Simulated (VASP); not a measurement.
# AlN (P1) in VASP: further runs, part 2 of 2

VASP 6.6.1.

## Step 4: Single point, PBE (the part above a cut slid along it)

INCAR

```
ALGO = Normal
EDIFF = 1E-7
ENCUT = 520
GGA = PE
ISIF = 2
ISMEAR = 0
LASPH = True
LCHARG = True
LELF = True
LREAL = False
LVHAR = True
LWAVE = False
NBANDS = 26
NELM = 100
PREC = Accurate
SIGMA = 0.05
```

KPOINTS

```
k-points
0
Gamma
  8 8 3
```

POSCAR

```
AlN
1.0
   -3.1302395629      0.0000000000      0.0000000000
   -1.5651197814     -2.7108669814      0.0000000000
   -0.3130239563      0.0000000000     10.0359593112
Al N
4 4
Direct
    0.2428718975      0.3333333333      0.9046143587
    0.2928718975      0.3333333333      0.4046143587
    0.6512052308      0.6666666667      0.1546143587
    0.6012052308      0.6666666667      0.6546143587
    0.3237947692      0.3333333333      0.0953856413
    0.2737947692      0.3333333333      0.5953856413
    0.6321281025      0.6666666667      0.3453856413
    0.5821281025      0.6666666667      0.8453856413
```

Potentials or basis: VASP PAW PBE potentials, release 64 (Al, N).

On the command line:

```bash
cat potpaw_PBE.64/Al/POTCAR potpaw_PBE.64/N/POTCAR > POTCAR
mpirun -np 1 vasp_std > vasp.out
```

OUTCAR:

```text
EDIFF = 1E-7
   ENCUT = 520
   GGA = PE
   ISIF = 2
   ISMEAR = 0
   LASPH = True
   LREAL = False
   NELM = 100
   PREC = Accurate

 ion  position               nearest neighbor table
   1  0.243  0.333  0.905-   8 1.90   8 1.90   8 1.90   5 1.94   3 2.95   4 3.09   4 3.09   4 3.09
                             3 3.11   3 3.26
   2  0.293  0.333  0.405-   7 1.90   7 1.90   7 1.90   6 1.91   3 3.09   4 3.09   3 3.09   4 3.09
                             4 3.09   3 3.09
   3  0.651  0.667  0.155-   5 1.90   5 1.90   5 1.90   7 1.91   1 2.95   2 3.09   2 3.09   2 3.09
                             1 3.11   1 3.26
   4  0.601  0.667  0.655-   6 1.90   6 1.90   6 1.90   8 1.91   2 3.09   1 3.09   1 3.09   2 3.09
                             2 3.09   1 3.09
   5  0.324  0.333  0.095-   3 1.90   3 1.90   3 1.90   1 1.94
   6  0.274  0.333  0.595-   4 1.90   4 1.90   4 1.90   2 1.91
   7  0.632  0.667  0.345-   2 1.90   2 1.90   2 1.90   3 1.91
   8  0.582  0.667  0.845-   1 1.90   1 1.90   1 1.90   4 1.91

  LATTYP: Found a base centered monoclinic cell.
 ALAT       =     3.1302395629
 B/A-ratio  =     1.7320508076
 C/A-ratio  =     3.2076905197
 COS(beta)  =    -0.0311750773

[... 192 lines left out ...]
 E-fermi :   6.2973     XC(G=0): -10.8308

 val. band max:        6.0609489080   @ k =   0.0000   0.0000   0.0000
 cond. band min:       9.9690855072   @ k =   0.0000   0.0000   0.0000
 fundamental gap:      3.9081365991
 Fermi energy:         6.2973263307

 k-point     1 :       0.0000    0.0000    0.0000
  band No.  band energies     occupation
      1      -9.0965      2.00000
      2      -8.2345      2.00000
      3      -8.2265      2.00000
      4      -7.0095      2.00000
      5       0.0685      2.00000
      6       2.6640      2.00000
[... 685 lines left out ...]
     25      16.6947      0.00000
     26      17.2759      0.00000

 [... further k-points ...]
[... 5 lines left out ...]
  --------------------------------------------------------------------------------------
  -------------------------------------------------------------------------------------
  Total       -0.5232643     -0.1379635     -0.0412668      0.2502268      0.0676851      1.6687166
  in kB       -9.8443496     -2.5955539     -0.7763654      4.7076019      1.2733827     31.3941324
  external PRESSURE =      -4.4054230 kB  Pullay stress =       0.0000000 kB

 VOLUME and BASIS-vectors are now :
 -----------------------------------------------------------------------------
  energy-cutoff  :      520.00
  volume of cell :       85.16
      direct lattice vectors                 reciprocal lattice vectors
    -3.130239563  0.000000000  0.000000000    -0.319464367  0.184442838 -0.009964170
    -1.565119781 -2.710866981  0.000000000     0.000000000 -0.368885676  0.000000000
    -0.313023956  0.000000000 10.035959311     0.000000000  0.000000000  0.099641695

 POSITION                                       TOTAL-FORCE (eV/Angst)
 -----------------------------------------------------------------------------------
     -1.56512     -0.90362      9.07867        -0.564066      0.052045      0.082278
     -1.56512     -0.90362      4.06069         0.008476     -0.000017     -0.012229
     -3.13024     -1.80724      1.55170         0.127656     -0.046650      0.113899
     -3.13024     -1.80724      6.56968        -0.026663     -0.006023     -0.017230
     -1.56512     -0.90362      0.95729         0.566807      0.054031     -0.141280
     -1.56512     -0.90362      5.97527        -0.000572     -0.002148      0.007341
     -3.13024     -1.80724      3.46628         0.019158      0.004651      0.011182
     -3.13024     -1.80724      8.48426        -0.130797     -0.055890     -0.043960
 -----------------------------------------------------------------------------------
    total drift:                               -0.000214      0.000002     -0.000016

  FREE ENERGIE OF THE ION-ELECTRON SYSTEM (eV)
  ---------------------------------------------------
  free  energy   TOTEN  =       -59.4470239956 eV

  energy  without entropy=      -59.4470239956  energy(sigma->0) =      -59.44702400
```

OSZICAR:

```text
N       E                     dE             d eps       ncg     rms          rms(c)
DAV:   1     0.110275766800E+03    0.11028E+03   -0.14693E+04  5096   0.110E+03
DAV:   2    -0.590160164803E+02   -0.16929E+03   -0.15873E+03  6876   0.227E+02
DAV:   3    -0.686941922663E+02   -0.96782E+01   -0.96227E+01  6932   0.555E+01
DAV:   4    -0.687826733396E+02   -0.88481E-01   -0.88435E-01  5912   0.611E+00
DAV:   5    -0.687839262144E+02   -0.12529E-02   -0.12526E-02  6876   0.726E-01    0.170E+01
DAV:   6    -0.594160347487E+02    0.93679E+01   -0.30269E+01  6388   0.290E+01    0.592E+00
DAV:   7    -0.594718030446E+02   -0.55768E-01   -0.14255E+00  6098   0.624E+00    0.415E+00
DAV:   8    -0.594538588065E+02    0.17944E-01   -0.13444E-01  6170   0.259E+00    0.635E-01
DAV:   9    -0.594457936179E+02    0.80652E-02   -0.33460E-02  6844   0.930E-01    0.314E-01
DAV:  10    -0.594471935886E+02   -0.14000E-02   -0.54585E-03  6186   0.370E-01    0.178E-01
DAV:  11    -0.594470173237E+02    0.17626E-03   -0.55900E-04  6270   0.130E-01    0.410E-02
DAV:  12    -0.594470236358E+02   -0.63121E-05   -0.19044E-05  5978   0.295E-02    0.103E-02
DAV:  13    -0.594470239147E+02   -0.27890E-06   -0.11311E-05  5992   0.188E-02    0.599E-03
DAV:  14    -0.594470239956E+02   -0.80961E-07   -0.49472E-07  6444   0.481E-03
   1 F= -.59447024E+02 E0= -.59447024E+02  d E =-.288892E-13
```

Wall time 4.6 min (1 thread of Intel Xeon 8259CL, shared host); peak memory 0.3 GiB.

Results:

```
Free energy            : -59.4470 eV
Pressure               : -0.4 GPa
Largest force          : 0.587 eV/Å
Band gap on the k mesh : 3.91 eV
```

Forces in eV/Å, atoms in the order of the input:
```
Al  -0.564  0.052  0.082
Al   0.008  0.000 -0.012
Al   0.128 -0.047  0.114
Al  -0.027 -0.006 -0.017
N    0.567  0.054 -0.141
N   -0.001 -0.002  0.007
N    0.019  0.005  0.011
N   -0.131 -0.056 -0.044
```

Stress tensor (GPa, compression positive):
```
-0.98  0.47  3.14
 0.47 -0.26  0.13
 3.14  0.13 -0.08
```

Levels at points of the mesh, in eV from the valence-band top:
| k point | band 13 | band 14 | band 15 | band 16 | band 17 | band 18 | band 19 | band 20 |
| --- | --- | --- | --- | --- | --- | --- | --- | --- |
| (0.00, 0.00, 0.00) | -0.58 | -0.35 | -0.27 | 0.00 | 3.91 | 6.13 | 6.21 | 6.42 |
| (0.50, 0.00, 0.00) | -1.55 | -1.52 | -1.27 | -0.75 | 5.02 | 5.26 | 5.50 | 5.76 |
| (0.50, 0.50, 0.00) | -1.53 | -1.45 | -1.19 | -0.78 | 4.96 | 5.12 | 5.62 | 5.90 |
| (0.00, 0.50, 0.00) | -1.51 | -1.44 | -1.32 | -0.76 | 5.08 | 5.15 | 5.64 | 5.70 |

Caveat: the cell differs from its parent crystal (the part above a cut slid along it).

## Step 5: Single point, PBE (the part above a cut slid along it)

INCAR

```
SYSTEM = AlN
PREC = Accurate ; ENCUT = 520
EDIFF = 1E-6 ; ISMEAR = 0
SIGMA = 0.05 ; LREAL = .False.
LASPH = .True. ; NELM = 80
ALGO = Normal ; ISIF = 2
LWAVE = .False. ; LCHARG = .False.
GGA = PE ; NBANDS = 26
```

KPOINTS

```
Automatic mesh
0
Gamma
  8 8 3
  0 0 0
```

POSCAR

```
AlN
1.0
   -3.1302395629      0.0000000000      0.0000000000
   -1.5651197814     -2.7108669814      0.0000000000
   -0.9390718689      0.0000000000     10.0359593112
Al N
4 4
Direct
    0.0619490257      0.3333333333      0.9046143587
    0.2119490257      0.3333333333      0.4046143587
    0.6202823591      0.6666666667      0.1546143587
    0.4702823591      0.6666666667      0.6546143587
    0.3047176409      0.3333333333      0.0953856413
    0.1547176409      0.3333333333      0.5953856413
    0.5630509743      0.6666666667      0.3453856413
    0.4130509743      0.6666666667      0.8453856413
```

Potentials or basis: VASP PAW PBE potentials, release 64 (Al, N).

On the command line:

```bash
cat potpaw_PBE.64/Al/POTCAR potpaw_PBE.64/N/POTCAR > POTCAR
mpirun -np 1 vasp_std > vasp.out
```

OUTCAR:

```text
SYSTEM = AlN
   PREC = Accurate
   ENCUT = 520
   EDIFF = 1E-6
   ISMEAR = 0
   LREAL = .False.
   LASPH = .True.
   NELM = 80
   ISIF = 2
   GGA = PE

 ion  position               nearest neighbor table
   1  0.062  0.333  0.905-   8 1.90   8 1.90   8 1.90   5 2.13   3 2.74   4 3.09   4 3.09   4 3.09
                             3 3.23
   2  0.212  0.333  0.405-   7 1.90   7 1.90   7 1.90   6 1.91   3 3.09   4 3.09   4 3.09   3 3.09
                             3 3.09   4 3.09
   3  0.620  0.667  0.155-   5 1.90   5 1.90   5 1.90   7 1.91   1 2.74   2 3.09   2 3.09   2 3.09
                             1 3.23
[... 917 lines left out ...]
  in kB      -60.7311949     -1.4647660     26.1315644      9.7987043     12.5562811     63.3267300
  external PRESSURE =     -12.0214655 kB  Pullay stress =       0.0000000 kB

 VOLUME and BASIS-vectors are now :
 -----------------------------------------------------------------------------
  energy-cutoff  :      520.00
  volume of cell :       85.16
      direct lattice vectors                 reciprocal lattice vectors
    -3.130239563  0.000000000  0.000000000    -0.319464367  0.184442838 -0.029892509
    -1.565119781 -2.710866981  0.000000000     0.000000000 -0.368885676  0.000000000
    -0.939071869  0.000000000 10.035959311     0.000000000  0.000000000  0.099641695

 POSITION                                       TOTAL-FORCE (eV/Angst)
 -----------------------------------------------------------------------------------
     -1.56512     -0.90362      9.07867        -1.178520      0.333636      0.096634
     -1.56512     -0.90362      4.06069         0.016963     -0.000387     -0.077527
     -3.13024     -1.80724      1.55170         0.206155     -0.323298      0.774140
     -3.13024     -1.80724      6.56968        -0.048719     -0.049109     -0.107506
     -1.56512     -0.90362      0.95729         1.220518      0.433976     -0.439397
     -1.56512     -0.90362      5.97527        -0.000499     -0.017103      0.037790
     -3.13024     -1.80724      3.46628         0.039121      0.039816      0.066482
     -3.13024     -1.80724      8.48426        -0.255019     -0.417530     -0.350615
 -----------------------------------------------------------------------------------
    total drift:                               -0.000139      0.000095      0.000750

  FREE ENERGIE OF THE ION-ELECTRON SYSTEM (eV)
  ---------------------------------------------------
  free  energy   TOTEN  =       -58.6704820123 eV

  energy  without entropy=      -58.6704820123  energy(sigma->0) =      -58.67048201
```

OSZICAR:

```text
N       E                     dE             d eps       ncg     rms          rms(c)
DAV:   1     0.110604196767E+03    0.11060E+03   -0.14691E+04  5096   0.111E+03
DAV:   2    -0.581713097610E+02   -0.16878E+03   -0.15794E+03  6894   0.225E+02
DAV:   3    -0.678611125088E+02   -0.96898E+01   -0.96312E+01  6868   0.553E+01
DAV:   4    -0.679491213660E+02   -0.88009E-01   -0.87958E-01  6048   0.608E+00
DAV:   5    -0.679503502125E+02   -0.12288E-02   -0.12286E-02  6808   0.717E-01    0.169E+01
DAV:   6    -0.586526946864E+02    0.92977E+01   -0.29838E+01  6370   0.289E+01    0.589E+00
DAV:   7    -0.587012017019E+02   -0.48507E-01   -0.13722E+00  6112   0.628E+00    0.411E+00
DAV:   8    -0.586760667568E+02    0.25135E-01   -0.13231E-01  6348   0.257E+00    0.622E-01
DAV:   9    -0.586693492216E+02    0.67175E-02   -0.28937E-02  6904   0.882E-01    0.310E-01
DAV:  10    -0.586705721184E+02   -0.12229E-02   -0.45048E-03  6170   0.354E-01    0.140E-01
DAV:  11    -0.586704749739E+02    0.97144E-04   -0.43749E-04  6136   0.137E-01    0.380E-02
DAV:  12    -0.586704788520E+02   -0.38781E-05   -0.45758E-05  6468   0.432E-02    0.158E-02
DAV:  13    -0.586704811038E+02   -0.22518E-05   -0.30186E-06  5576   0.126E-02    0.774E-03
DAV:  14    -0.586704820123E+02   -0.90849E-06   -0.13230E-06  4102   0.806E-03
   1 F= -.58670482E+02 E0= -.58670482E+02  d E =-.397446E-11
```

stdout:

```text
POSCAR found type information on POSCAR AlN
 POSCAR found :  2 types and       8 ions
 scaLAPACK will be used
 LDA part: xc-table for (Slater+PW92), standard interpolation
 POSCAR, INCAR and KPOINTS ok, starting setup
 FFT: planning ... GRIDC
 FFT: planning ... GRID_SOFT
 FFT: planning ... GRID
 WAVECAR not read
 entering main loop
```

Run time: 4.2 min. Hardware: 1 thread of Intel Xeon 8259CL, shared host; peak memory 0.3 GiB.

What came out:

```
Free energy            : -58.6705 eV
Pressure               : -1.2 GPa
Largest force          : 1.368 eV/Å
Band gap on the k mesh : 3.30 eV
```

Forces on the atoms (eV/Å):
```
Al  -1.179  0.334  0.097
Al   0.017  0.000 -0.078
Al   0.206 -0.323  0.774
Al  -0.049 -0.049 -0.108
N    1.221  0.434 -0.439
N    0.000 -0.017  0.038
N    0.039  0.040  0.066
N   -0.255 -0.418 -0.351
```

Stress tensor (GPa, compression positive):
```
-6.07  0.98  6.33
 0.98 -0.15  1.26
 6.33  1.26  2.61
```

Levels at points of the mesh, in eV from the valence-band top:
| k point | band 12 | band 13 | band 14 | band 15 | band 16 | band 17 | band 18 | band 19 | band 20 | band 21 |
| --- | --- | --- | --- | --- | --- | --- | --- | --- | --- | --- |
| (0.00, 0.00, 0.00) | -0.87 | -0.76 | -0.64 | -0.55 | 0.00 | 3.30 | 5.44 | 5.92 | 6.21 | 9.28 |
| (0.50, 0.00, 0.00) | -1.97 | -1.93 | -1.73 | -1.24 | -0.73 | 3.90 | 5.07 | 5.26 | 5.80 | 6.79 |
| (0.50, 0.50, 0.00) | -1.90 | -1.77 | -1.67 | -1.11 | -0.78 | 3.97 | 4.70 | 5.37 | 5.97 | 7.42 |
| (0.00, 0.50, 0.00) | -1.95 | -1.71 | -1.61 | -1.35 | -0.95 | 4.02 | 4.84 | 5.27 | 5.70 | 6.78 |

Caveat: the cell differs from its parent crystal (the part above a cut slid along it); the stress differs along the axes, from -6 to 3 GPa; forces of over 1 eV/Å act on the atoms, so gaps and moduli don't describe the material at rest.

## Step 6: Summary

```csv
cell,gap on the mesh (eV),pressure (GPa),largest force (eV/Å)
"a = 3.130, b = 3.130, c = 10.055 Å, angles 88.2, 86.4, 60.0°, 8 atoms",3.62,-0.8,1.14
"a = 3.130, b = 3.130, c = 10.114 Å, angles 86.5, 82.9, 60.0°, 8 atoms",3.09,-1.4,1.16
"a = 3.130, b = 3.130, c = 10.041 Å, angles 89.1, 88.2, 60.0°, 8 atoms",3.91,-0.4,0.59
"a = 3.130, b = 3.130, c = 10.080 Å, angles 87.3, 84.7, 60.0°, 8 atoms",3.30,-1.2,1.37
```

Alike in all rows: task single point; level PBE; potentials or basis VASP PAW PBE potentials, release 64 (Al, N); no spin polarisation; k mesh 8 × 8 × 3; cutoff (eV) 520; smearing gaussian 0.05 eV.

Caveats: forces of over 1 eV/Å act on the atoms, so gaps and moduli don't describe the material at rest (at least some runs); the stress differs along the axes, from -9 to 5 GPa (at least some runs); the stress differs along the axes, from -6 to 3 GPa (at least some runs).

Absolute energies hang on the potentials; compare differences alone.
